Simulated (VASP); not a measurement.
# Rb (Im-3m) in VASP: notebook

Rb is run at these levels: r2SCANh+D4, PBE, revPBE; tasks: single point.

All numbers are computed with VASP 6.6.1; they aren't measurements. Logs are shortened: lines on timing, memory, paths and dates and some standing lists are left out, and cuts for length are marked.

### Step 1. The cell of the first run

The structure is cubic, space group Im-3m (No. 229). The conventional cell has a = 5.605 Å, b = 5.605 Å, c = 5.605 Å, α = 90.00°, β = 90.00°, γ = 90.00°.

### Step 2. Single point, r2SCANh+D4, non-collinear spin, zero start, spin-orbit coupling

POSCAR reads:

```
Rb
1.0
   -2.8025000000      2.8025000000      2.8025000000
    2.8025000000     -2.8025000000      2.8025000000
    2.8025000000      2.8025000000     -2.8025000000
Rb
1
Direct
    0.0000000000      0.0000000000      0.0000000000
```

INCAR.step1 reads:

```
SYSTEM = Rb
PREC = Accurate ; ENCUT = 440
EDIFF = 1E-5 ; ISMEAR = -1
SIGMA = 0.15 ; LREAL = .False.
LASPH = .True. ; NELM = 200
ALGO = Normal ; ISIF = 2
LWAVE = .True. ; LCHARG = .False.
MAGMOM = 0 0 0 ; LORBIT = 11
LSORBIT = .True. ; GGA_COMPAT = .False.
LORBMOM = .True. ; NBANDS = 20
GGA = PE
```

INCAR.step2 reads:

```
SYSTEM = Rb
PREC = Accurate ; ENCUT = 440
EDIFF = 1E-6 ; ISMEAR = -1
SIGMA = 0.15 ; LREAL = .False.
LASPH = .True. ; NELM = 200
ALGO = Normal ; ISIF = 2
LWAVE = .False. ; LCHARG = .False.
MAGMOM = 0 0 0 ; LORBIT = 11
LSORBIT = .True. ; GGA_COMPAT = .False.
LORBMOM = .True. ; METAGGA = R2SCAN
LHFCALC = .True. ; AEXX = 0.1
LMIXTAU = .True. ; PRECFOCK = Normal
IVDW = 13 ; VDW_S6 = 1.0
VDW_S8 = 0.8324 ; VDW_A1 = 0.4944
VDW_A2 = 5.9019 ; NBANDS = 20
ISTART = 1
```

KPOINTS reads:

```
Automatic mesh
0
Gamma
  5 5 5
  0 0 0
```

Potentials or basis: VASP PAW PBE potentials, release 64 (Rb_sv).

Launch:

```bash
cat potpaw_PBE.64/Rb_sv/POTCAR > POTCAR
cp INCAR.step1 INCAR
mpirun -np 1 vasp_ncl > vasp.out
cp INCAR.step2 INCAR
mpirun -np 1 vasp_ncl > vasp.out
```

OUTCAR:

```text
SYSTEM = Rb
   PREC = Accurate
   ENCUT = 440
   EDIFF = 1E-6
   ISMEAR = -1
   LREAL = .False.
   LASPH = .True.
   NELM = 200
   ISIF = 2
   LORBIT = 11
   LSORBIT = .True.
   METAGGA = R2SCAN
   LHFCALC = .True.
   AEXX = 0.1
   PRECFOCK = Normal
   IVDW = 13
   ISTART = 1

 ion  position               nearest neighbor table
   1  0.000  0.000  0.000-

  LATTYP: Found a body centered cubic cell.
 ALAT       =     5.6050000000

  Lattice vectors:

 A1 = (  -2.8025000000,   2.8025000000,   2.8025000000)
 A2 = (   2.8025000000,  -2.8025000000,   2.8025000000)
 A3 = (   2.8025000000,   2.8025000000,  -2.8025000000)

Analysis of symmetry for initial positions (statically):
=====================================================================
 Subroutine PRICEL returns:
 Original cell was already a primitive cell.

 Routine SETGRP: Setting up the symmetry group for a
 body centered cubic supercell.

 Subroutine GETGRP returns: Found 48 space group operations
 (whereof 48 operations were pure point group operations)
 out of a pool of 48 trial point group operations.

The static configuration has the point symmetry O_h .

Analysis of symmetry for dynamics (positions and initial velocities):
=====================================================================
 Subroutine PRICEL returns:
 Original cell was already a primitive cell.

 Routine SETGRP: Setting up the symmetry group for a
 body centered cubic supercell.

 Subroutine GETGRP returns: Found 48 space group operations
 (whereof 48 operations were pure point group operations)
 out of a pool of 48 trial point group operations.

The dynamic configuration has the point symmetry O_h .

Analysis of structural, dynamic, and magnetic symmetry:
=====================================================================
 Subroutine PRICEL returns:
 Original cell was already a primitive cell.

 Routine SETGRP: Setting up the symmetry group for a
 body centered cubic supercell.

 Subroutine GETGRP returns: Found 48 space group operations
 (whereof 48 operations were pure point group operations)
 out of a pool of 48 trial point group operations.

The overall configuration has the point symmetry O_h .

 Subroutine INISYM returns: Found 48 space group operations
 (whereof 48 operations are pure point group operations),
 and found     1 'primitive' translations

----------------------------------------------------------------------------------------

                                     Primitive cell

  volume of cell :      88.0434

  direct lattice vectors                    reciprocal lattice vectors
    -2.802500000  2.802500000  2.802500000     0.000000000  0.178412132  0.178412132
     2.802500000 -2.802500000  2.802500000     0.178412132  0.000000000  0.178412132
     2.802500000  2.802500000 -2.802500000     0.178412132  0.178412132  0.000000000

  length of vectors
     4.854072388  4.854072388  4.854072388     0.252312857  0.252312857  0.252312857

  position of ions in fractional coordinates (direct lattice)
     0.000000000  0.000000000  0.000000000

  ion indices of the primitive-cell ions
   primitive index   ion index
                 1           1

----------------------------------------------------------------------------------------

 KPOINTS: Automatic mesh

Automatic generation of k-mesh.
 Grid dimensions read from file:
 generate k-points for:    5    5    5

 Generating k-lattice:

  Cartesian coordinates                     Fractional coordinates (reciprocal lattice)
     0.000000000  0.035682426  0.035682426     0.200000000  0.000000000  0.000000000
     0.035682426  0.000000000  0.035682426     0.000000000  0.200000000  0.000000000
     0.035682426  0.035682426  0.000000000     0.000000000  0.000000000  0.200000000

  Length of vectors
[... 45 lines left out ...]
   NFREE  =      0    steps in history (QN), initial steepest desc. (CG)
   ISIF   =      2    stress and relaxation
   ISYM   =      3    0-nonsym 1-usesym 2-fastsym
   POTIM  = 0.5000    time-step for ionic-motion
   TEBEG  =    0.0;   TEEND  =   0.0 temperature during run
   PSTRESS=    0.0 pullay stress
   NELECT =       9.0000    total number of electrons
   NUPDOWN=      -1.0000    fix difference up-down
   EMIN   =  10.00;   EMAX   =-10.00  energy-range for DOS
   EFERMI =   0.00;   METHOD = LEGACY
   ISMEAR =    -1;   SIGMA  =   0.15  broadening in eV -4-tet -1-fermi 0-gaus
   EFERMI_NEDOS =   21; number of points for ismear=-14 and -15
   IALGO  =     38    algorithm
   IMIX   =      1    mixing-type and parameters
     AMIX     =   0.40;   BMIX     =  1.00
     AMIX_MAG =   1.60;   BMIX_MAG =  1.00
  volume/ion in A,a.u.               =      88.04       594.15
  Fermi-wavevector in a.u.,A,eV,Ry     =   0.765462  1.446513  7.972081  0.585931
  Thomas-Fermi vector in A             =   1.865587
   LORBIT       =     11    0 simple, 1 ext, 2 COOP (PROOUT), +10 PAW based schemes
   METAGGA = R2SCAN    functional components
   LHFCALC =     T    Hartree Fock is set to
   PRECFOCK=normal    Normal, Fast or Accurate (Low or Medium for compatibility)
   ENCUT4O =  -1.0   cutoff for four orbital integrals eV
   NKREDX  =     1    reduce k-point grid by
   NKREDY  =     1    reduce k-point grid by
   NKREDZ  =     1    reduce k-point grid by
   AEXX    =    0.1000 exact exchange contribution
   HFSCREEN=    0.0000 screening length (either q_TF or 0.3 A-1)
   HFSCREENC=   0.0000 screening length for correlation (either q_TF or 0.3 A-1)
   ENCUTFOCK=  -1.0 apply spherical cutoff to Coloumb kernel
   IVDW    =    13    specifies the selected vdW correction
   LEPSILON=     F    determine dielectric tensor
   LRPA    =     F    only Hartree local field effects (RPA)
  energy-cutoff  :      440.00
  volume of cell :       88.04
 maximum number of plane-waves:      3730
 NGX is ok and might be reduce to    36
  NGX = 28; NGY = 28; NGZ = 28

 number of electron       9.0000000 magnetization       0.0000000      0.0000000      0.0000000

 number of electron       9.0000000 magnetization      -0.0000000     -0.0000000     -0.0000000

 number of electron       9.0000000 magnetization       0.0000000     -0.0000000      0.0000000

 number of electron       9.0000000 magnetization      -0.0000000      0.0000000     -0.0000000

 Free energy of the ion-electron system (eV)
  ---------------------------------------------------
  ext. energy  EPLUGINS =         0.00000000
  ---------------------------------------------------
  free energy    TOTEN  =       -12.80394586 eV

  energy without entropy =      -12.75632751  energy(sigma->0) =      -12.78013668

 E-fermi :   0.1637     XC(G=0):  -5.3188

 val. band max:       -0.2666369907   @ k =   0.4000   0.0000   0.0000
 cond. band min:       0.2695021494   @ k =  -0.4000   0.4000   0.2000
 fundamental gap:      0.5361391401
 Fermi energy:         0.1637246599

 k-point     1 :       0.0000    0.0000    0.0000
  band No.  band energies     occupation
      1     -30.9403      1.00000
      2     -30.9403      1.00000
      3     -14.6081      1.00000
      4     -14.6081      1.00000
      5     -13.7328      1.00000
      6     -13.7328      1.00000
[... 219 lines left out ...]
     19       6.6822      0.00000
     20       6.6822      0.00000

------------------------ aborting loop because EDIFF is reached ----------------------------------------

  DFT-D4 for vdW energy calculation

  Edisp (eV):   -0.02699

  FORCE on cell =-STRESS in cart. coord.  units (eV):
  Direction    XX          YY          ZZ          XY          YZ          ZX
  --------------------------------------------------------------------------------------
  -------------------------------------------------------------------------------------
  Total       0.09488     0.09488     0.09488     0.00000     0.00000    -0.00000
  in kB       1.72656     1.72656     1.72656     0.00000     0.00000    -0.00000
  external pressure =        1.73 kB  Pullay stress =        0.00 kB

 VOLUME and BASIS-vectors are now :
 -----------------------------------------------------------------------------
  energy-cutoff  :      440.00
  volume of cell :       88.04
      direct lattice vectors                 reciprocal lattice vectors
    -2.802500000  2.802500000  2.802500000     0.000000000  0.178412132  0.178412132
     2.802500000 -2.802500000  2.802500000     0.178412132  0.000000000  0.178412132
     2.802500000  2.802500000 -2.802500000     0.178412132  0.178412132  0.000000000

 POSITION                                       TOTAL-FORCE (eV/Angst)
 -----------------------------------------------------------------------------------
      0.00000      0.00000      0.00000        -0.000000     -0.000000     -0.000000
 -----------------------------------------------------------------------------------
    total drift:                                0.000000     -0.000000      0.000000

  FREE ENERGIE OF THE ION-ELECTRON SYSTEM (eV)
  ---------------------------------------------------
  free  energy   TOTEN  =       -12.8309341376 eV

  energy  without entropy=      -12.7833157911  energy(sigma->0) =      -12.80712496

 orbital moment (x)

 # of ion     p       d       tot
 ----------------------------------------
  1         0.000  -0.000   0.000
 ----------------------------------------
            0.000  -0.000   0.000

 orbital moment (y)

 # of ion     p       d       tot
 ----------------------------------------
  1         0.000  -0.000   0.000
 ----------------------------------------
            0.000  -0.000   0.000

 orbital moment (z)

 # of ion     p       d       tot
 ----------------------------------------
  1         0.000  -0.000   0.000
 ----------------------------------------
            0.000  -0.000   0.000

 Spin-Orbit-Coupling matrix elements

 Ion:    1  E_soc:     -0.0490272
 l=   1
     0.0000000    -0.0081712    -0.0081712
    -0.0081712     0.0000000    -0.0081712
    -0.0081712    -0.0081712     0.0000000
 l=   2
     0.0000000     0.0000000     0.0000000     0.0000000    -0.0000000
     0.0000000     0.0000000    -0.0000000     0.0000000    -0.0000000
     0.0000000    -0.0000000     0.0000000    -0.0000000     0.0000000
     0.0000000     0.0000000    -0.0000000     0.0000000    -0.0000000
    -0.0000000    -0.0000000     0.0000000    -0.0000000     0.0000000
 l=   3
     0.0000000     0.0000000     0.0000000     0.0000000     0.0000000     0.0000000     0.0000000
     0.0000000     0.0000000     0.0000000     0.0000000     0.0000000     0.0000000     0.0000000
     0.0000000     0.0000000     0.0000000     0.0000000     0.0000000     0.0000000     0.0000000
     0.0000000     0.0000000     0.0000000     0.0000000     0.0000000     0.0000000     0.0000000
     0.0000000     0.0000000     0.0000000     0.0000000     0.0000000     0.0000000     0.0000000
     0.0000000     0.0000000     0.0000000     0.0000000     0.0000000     0.0000000     0.0000000
     0.0000000     0.0000000     0.0000000     0.0000000     0.0000000     0.0000000     0.0000000

 total charge

# of ion       s       p       d       tot
------------------------------------------
    1        1.962   5.401   0.005   7.368

 magnetization (x)

# of ion       s       p       d       tot
------------------------------------------
    1        0.000  -0.000   0.000   0.000

 magnetization (y)

# of ion       s       p       d       tot
------------------------------------------
    1       -0.000   0.000   0.000  -0.000

 magnetization (z)

# of ion       s       p       d       tot
------------------------------------------
    1        0.000   0.000  -0.000  -0.000
```

Wall time 73 min (1 thread of Intel Xeon Platinum 8488C (Sapphire Rapids), shared host); peak memory 0.48 GiB.

What came out:

| Quantity | Value |
| --- | --- |
| Free energy | -12.8309 eV |
| Pressure | 0.2 GPa |
| Net moment | 0.00 μB per cell |
| Valence electrons inside the program's atomic spheres | Rb 7.37 |
| Dispersion energy per atom | -0.027 eV |

Moments on the atoms (μB; x, y, z):
```
Rb  0.00 0.00 0.00
```

Caveat: the PAW data sets were made with another functional, which shifts forces and pressure a little.

### Step 3. Single point, PBE

INCAR reads:

```
SYSTEM = Rb
ALGO     = Fast           ! electronic algorithm
EDIFF    = 1E-6           ! SCF threshold, eV
ENCUT    = 520            ! plane-wave cutoff, eV
GGA      = PE             ! functional
ISIF     = 2              ! what is computed and relaxed
ISMEAR   = -1             ! smearing method
LASPH    = .TRUE.         ! aspherical terms in the spheres
LCHARG   = .FALSE.        ! write CHGCAR
LREAL    = .FALSE.        ! projectors in reciprocal space
LWAVE    = .FALSE.        ! write WAVECAR
NBANDS   = 10             ! bands
NELM     = 80             ! most SCF steps
PREC     = Accurate       ! precision mode
SIGMA    = 0.05           ! smearing width, eV
```

KPOINTS reads:

```
k-points
0
G
  4 4 4
  0 0 0
```

POSCAR is that of step 2.

Potentials or basis: VASP PAW PBE potentials, release 64 (Rb_sv).

Launch:

```bash
cat potpaw_PBE.64/Rb_sv/POTCAR > POTCAR
mpirun -np 1 vasp_std > vasp.out
```

Run time: 7.5 s. Hardware: 1 thread of Intel Xeon Platinum 8259CL at 2.50GHz (Skylake/Cascade Lake), shared host; peak memory 0.19 GiB.

The run converged. Its results:

- Free energy: -0.8860 eV
- Pressure: 0.2 GPa
- Band gap on the k mesh: zero (an odd number of electrons rules out a gap without spin polarisation)

Levels at points of the mesh, in eV from the Fermi level:
| k point | band 2 | band 3 | band 4 | band 5 | band 6 | band 7 |
| --- | --- | --- | --- | --- | --- | --- |
| (0.00, 0.00, 0.00) | -12.91 | -12.91 | -12.91 | -2.01 | 3.72 | 3.72 |
| (0.50, 0.00, 0.00) | -13.02 | -12.95 | -12.91 | 0.24 | 0.81 | 2.60 |
| (0.50, 0.50, 0.50) | -12.99 | -12.99 | -12.99 | 1.24 | 1.24 | 3.35 |

Caveat: the k points lie up to 0.40 Å⁻¹ apart, too coarse for converged energies and pressures of a metal.

### Step 4. Single point, revPBE

INCAR reads:

```
PREC = Accurate ; ENCUT = 520
EDIFF = 1E-7 ; ISMEAR = -1
SIGMA = 0.05 ; LREAL = F
LASPH = T ; NELM = 100
ALGO = Normal ; ISIF = 2
LWAVE = F ; LCHARG = F
GGA = RE ; NBANDS = 10
```

KPOINTS reads:

```
regular mesh
0
Gamma
  4 4 4
```

POSCAR is that of step 3.

Launch:

```bash
cat potpaw_PBE.64/Rb_sv/POTCAR > POTCAR
mpirun -np 1 vasp_std > vasp.out
```

Run time: 7.2 s. Hardware: 1 thread of Intel Xeon Platinum 8259CL at 2.50GHz (Skylake/Cascade Lake), shared host; peak memory 0.19 GiB.

It converged, with:

```
Free energy            : -0.7744 eV
Pressure               : 0.4 GPa
Band gap on the k mesh : zero (an odd number of electrons rules out a gap without spin polarisation)
```

Levels at points of the mesh, in eV from the Fermi level:
```csv
k point,band 1,band 2,band 3,band 4,band 5,band 6,band 7,band 8
"(0.00, 0.00, 0.00)",-28.93,-12.97,-12.97,-12.97,-2.00,3.76,3.76,3.76
"(0.50, 0.00, 0.00)",-28.92,-13.08,-13.01,-12.97,0.26,0.78,2.62,4.38
"(0.50, 0.50, 0.50)",-28.92,-13.05,-13.05,-13.05,1.23,1.23,3.35,3.35
```

Caveat: the k points lie up to 0.40 Å⁻¹ apart, too coarse for converged energies and pressures of a metal; the PAW data sets were made with another functional, which shifts forces and pressure a little.

### Step 5. The runs side by side

```csv
level,spin,k mesh,cutoff (eV),smearing,grid for exact exchange (PRECFOCK),share of exact exchange,gap on the mesh (eV),pressure (GPa)
r2SCANh+D4,"non-collinear, zero start, SOC",5 × 5 × 5,440,fermi-dirac 0.15 eV,Normal,0.1,-,0.2
PBE,off,4 × 4 × 4,520,fermi-dirac 0.05 eV,-,-,none,0.2
revPBE,off,4 × 4 × 4,520,fermi-dirac 0.05 eV,-,-,none,0.4
```

Alike in all rows: task single point; potentials or basis VASP PAW PBE potentials, release 64 (Rb_sv); cell as given.

Caveats: some runs use coarse meshes; the PAW data sets were made with another functional, which shifts forces and pressure a little (at least some runs).

Total energies depend on the potentials used, so only differences within one code and one set of settings carry meaning.

The gap in the log of VASP goes by the Fermi energy; the results here count the filled bands.